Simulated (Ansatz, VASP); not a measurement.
SnO2: VASP beside Ansatz

```
Sn O
1.0
     4.82771    0.00000    0.00000
     0.00000    4.82771    0.00000
     0.00000    0.00000    3.23799
Sn O
2 4
Direct
  0.99977 0.99977 0.00000
  0.49829 0.49829 0.50000
  0.30721 0.30721 0.00000
  0.19999 0.81320 0.50000
  0.69400 0.69400 0.00000
  0.81320 0.19999 0.50000
```

Change from the starting cell: mode 6 (219.9 1/cm) frozen in, largest displacement +0.045 Å.

Alike in both runs: task single point; functional PBE; k mesh 6 × 6 × 8; occupations gaussian, width 0.05 eV; no spin polarisation.

|  | VASP | Ansatz |
| --- | --- | --- |
| version | VASP 6.6.1 | Ansatz 0.2.0 |
| potentials or method | VASP PAW PBE potentials, release 64 (Sn_d, O), cutoff 520 eV | scalar-relativistic, plane waves, PAW |
| valence electrons in the cell | 52 | 52 |

|  | VASP | Ansatz | Ansatz less VASP |
| --- | --- | --- | --- |
| gap on the k mesh at the Fermi level (eV) | 0.67 | 0.68 | +0.013 |
| least direct gap on the mesh (eV) | 0.67 | 0.68 | +0.013 |
| pressure (GPa) | 0.5 | 0.0 | -0.55 |
| traceless stress, the component that is largest in VASP (GPa) | 0.25 | 0.05 | -0.204 |
| rms of the force components (eV/Å) | 0.074 | 0.073 | -0.0010 |

Atom by atom the forces differ by 0.008 eV/Å (rms over components).
